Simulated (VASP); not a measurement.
Crystal: Ta.

```xyz
1
Lattice="-1.6513 1.6513 1.6513 1.6513 -1.6513 1.6513 1.6513 1.6513 -1.6513" Properties=species:S:1:pos:R:3 pbc="T T T"
Ta    0.0000    0.0000    0.0000
```

Base run:

```yaml
Program: VASP 6.6.1
Functional: PBE0
Potentials_or_basis: VASP PAW PBE potentials, release 64 (Ta_sv_GW)
Cutoff: 400 eV
k_mesh: 8 × 8 × 8
Occupations: fermi-dirac, width 0.15 eV
Spin: no spin polarisation
```

Its results: band gap on the k mesh zero (an odd number of electrons rules out a gap without spin polarisation); pressure -5.5 GPa.

The run is repeated on the same cell with these changes: k mesh from 8 × 8 × 8 to 6 × 6 × 6; occupations from fermi-dirac, width 0.15 eV to fermi-dirac, width 0.05 eV. What comes out?

Band gap on the k mesh zero (an odd number of electrons rules out a gap without spin polarisation); pressure 0.4 GPa.

Caveats: some runs use coarse meshes; the PAW data sets were made with another functional, which shifts forces and pressure a little; spin-orbit coupling is left out, which moves the levels of the heavy elements; the cell stands under tension (at least some runs).
